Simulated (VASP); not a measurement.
Set up this calculation in VASP 6.6.1, as the native input.

```
Task                   : single point
Functional             : PBE
Potentials or basis    : VASP PAW PBE potentials, release 64 (Ta_pv)
Cutoff                 : 520 eV
k mesh                 : 4 × 4 × 4, shifted
Occupations            : gaussian, width 0.1 eV
Spin                   : no spin polarisation
Dipole correction      : no
Further INCAR settings : LREAL = Auto; ALGO = Normal; EDIFF = 1e-06; NBANDS = 108
```

The structure of Ta (a cell with a defect) lies in POSCAR:

```
Ta
1.0
    6.6381247818      0.0000000000      0.0000000000
    0.0000000000      6.6381247818      0.0000000000
    0.0000000000      0.0000000000      6.6381247818
Ta
17
Direct
   -0.0051439226     -0.0034795971      0.0022741362
    0.6004835900     -0.1013155103      0.0362115820
    0.0139179366      0.4856520638      0.0008631956
   -0.0045826195     -0.0069820923      0.5007201746
    0.2384800003      0.2607737964      0.2872320215
    0.5030257957      0.5049655001      0.0023625648
    0.5049582691     -0.0054057435      0.5062129909
    0.7435381470      0.2438114759      0.2497624035
   -0.0086280391      0.5078220297      0.4940560938
    0.2556152612      0.7558063708      0.2500587221
    0.2082094033      0.2906155072      0.6860693569
    0.5062009393      0.5037833891      0.5008807622
    0.7812762144      0.7181745081      0.2804026832
    0.7470918615      0.2435815917      0.7522338257
    0.2557589765      0.7525669017      0.7520881520
    0.7705132350      0.7288580976      0.7344196080
    0.3643500355      0.1361535117     -0.0447766515
```

The input as run:

INCAR

```
SYSTEM = Ta
PREC = Accurate ; ENCUT = 520
EDIFF = 1E-6 ; ISMEAR = 0
SIGMA = 0.1 ; LREAL = Auto
LASPH = .TRUE. ; NELM = 60
ALGO = Normal ; ISIF = 2
LWAVE = .FALSE. ; LCHARG = .FALSE.
GGA = PE ; NBANDS = 108
```

KPOINTS

```
Automatic mesh
0
Gamma
  4 4 4
  0.5 0.5 0.5
```

Potentials or basis: VASP PAW PBE potentials, release 64 (Ta_pv).

Launch:

```console
$ cat potpaw_PBE.64/Ta_pv/POTCAR > POTCAR
$ mpirun -np 1 vasp_std > vasp.out
```

Results of the run:

```json
{
  "Pressure": "21.5 GPa",
  "Largest force": "0.545 eV/Å",
  "Band gap on the k mesh": "zero (an odd number of electrons rules out a gap without spin polarisation)"
}
```

Caveat: spin-orbit coupling is left out, which moves the levels of the heavy elements.

Run time: 21 min on 1 thread of Intel(R) Xeon(R) 6975P-C (Granite Rapids), on a shared host, peak memory 0.73 GiB.
